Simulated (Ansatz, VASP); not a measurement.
IrClF in VASP and in Ansatz

Contents of INCAR:

```
SYSTEM = IrClF
PREC     = Accurate       ! precision mode
ENCUT    = 520            ! plane-wave cutoff, eV
EDIFF    = 1E-6           ! SCF threshold, eV
ISMEAR   = 0              ! smearing method
SIGMA    = 0.0422         ! smearing width, eV
LREAL    = .FALSE.        ! projectors in reciprocal space
LASPH    = .TRUE.         ! aspherical terms in the spheres
NELM     = 100            ! most SCF steps
ALGO     = Normal         ! electronic algorithm
ISIF     = 2              ! what is computed and relaxed
LWAVE    = .FALSE.        ! write WAVECAR
LCHARG   = .FALSE.        ! write CHGCAR
GGA      = PE             ! functional
NBANDS   = 32             ! bands
```

The input KPOINTS:

```
regular mesh
0
G
  9 9 5
  0 0 0
```

Contents of POSCAR:

```
IrClF
1.0
    3.6632030000      0.0000000000      0.0000000000
    0.0000000000      3.6632030000      0.0000000000
    0.0000000000      0.0000000000      6.4138980000
Ir Cl F
2 2 2
Direct
    0.2500000000      0.2500000000      0.1962000000
    0.7500000000      0.7500000000      0.8038000000
    0.2500000000      0.2500000000      0.6432000000
    0.7500000000      0.7500000000      0.3568000000
    0.7500000000      0.2500000000      0.0000000000
    0.2500000000      0.7500000000      0.0000000000
```

Input for Ansatz:

```yaml
crystal:
  lattice:
    - [3.663203, 0.0, 0.0]
    - [0.0, 3.663203, 0.0]
    - [0.0, 0.0, 6.413898]
  atoms:
    - { symbol: Ir, position: [0.25, 0.25, 0.1962] }
    - { symbol: Ir, position: [0.75, 0.75, 0.8038] }
    - { symbol: Cl, position: [0.25, 0.25, 0.6432] }
    - { symbol: Cl, position: [0.75, 0.75, 0.3568] }
    - { symbol: F, position: [0.75, 0.25, 0.0] }
    - { symbol: F, position: [0.25, 0.75, 0.0] }
  symmetry: { tolerance: 0.0003 }
kpoints:
  mp_grid: { grid: [9, 9, 5], shift: [0, 0, 0] }
  band_path:
    path:
      - [0.0, 0.0, 0.0]
      - [0.0, 0.5, 0.0]
      - [0.5, 0.5, 0.0]
      - [0.0, 0.0, 0.0]
      - [0.0, 0.0, 0.5]
      - [0.0, 0.5, 0.5]
      - [0.5, 0.5, 0.5]
      - [0.0, 0.0, 0.5]
      - [0.0, 0.5, 0.0]
      - [0.0, 0.5, 0.5]
      - [0.5, 0.5, 0.0]
    npoints: 6
magnetization:
  spin_polarized: false
scf:
  occupations: { method: gaussian, width: 0.0422 }
  lower_state_search: "off"
  max_iter: 200
hamiltonian:
  pseudopotentials: { kind: paw }
  xc: pbe
basis:
  ecutwfc: 420
  fft_grid_basis: typed
output:
  forces: true
  stress: true
  eigenvalues: true
  bader: true
  populations: true
  elf: true
  write_potential: true
  volumetric_format: npy
  dos:
    e_range: [-12, 8]
    de: 0.05
    projected: { site_lists: { Cl: [Cl], F: [F], Ir: [Ir] } }
checkpoint:
  read: saved_state
```

Alike in both runs: task single point; functional PBE; k mesh 9 × 9 × 5; occupations gaussian, width 0.0422 eV; no spin polarisation.

```csv
,VASP,Ansatz
version,VASP 6.6.1,Ansatz 0.2.0
potentials or method,"VASP PAW PBE potentials, release 64 (Ir, Cl, F), cutoff 520 eV",PAW plane waves
valence electrons in the cell,46,62
```

|  | VASP | Ansatz | Ansatz less VASP |
| --- | --- | --- | --- |
| pressure (GPa) | 9.8 | 9.8 | +0.02 |
| traceless stress, the component that is largest in VASP (GPa) | 6.70 | 6.75 | +0.053 |
| rms of the force components (eV/Å) | 1.093 | 1.094 | +0.0004 |

Atom by atom the forces differ by 0.005 eV/Å (rms over components). VASP's potentials hold 46 valence electrons a cell and Ansatz's 62, so a difference there can come from the potentials and not from the codes.

Neither program's run includes spin-orbit coupling.
